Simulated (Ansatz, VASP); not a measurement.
**Two plane-wave programs on Cl**

```
Cl
1.0
     9.00000    0.00000    0.00000
     0.00000    9.20000    0.00000
     0.00000    0.00000   11.00000
Cl
2
Direct
  0.50000 0.50000 0.41001
  0.50000 0.50000 0.58999
```

Alike in both runs: task single point; functional LDA; k mesh 1 × 1 × 1; occupations fermi-dirac, width 0.01 eV; no spin polarisation.

|  | VASP | Ansatz |
| --- | --- | --- |
| version | VASP 6.6.1 | Ansatz 0.2.0 |
| potentials or method | VASP PAW LDA potentials, release 64 (Cl) | PAW with Ansatz's default frozen-core files, scalar-relativistic |
| plane-wave cutoff (eV) | 500 | 420 |
| valence electrons in the cell | 14 | 14 |

|  | VASP | Ansatz | Ansatz less VASP |
| --- | --- | --- | --- |
| gap on the k mesh at the Fermi level (eV) | 3.03 | 2.99 | -0.035 |
| rms of the force components (eV/Å) | 0.099 | 0.000 | -0.0985 |

LDA's correlation is that of Perdew and Zunger in VASP and of Perdew and Wang (1992) in Ansatz. Atom by atom the forces differ by 0.099 eV/Å (rms over components). Ansatz's warnings: xc potential rough in thin density.
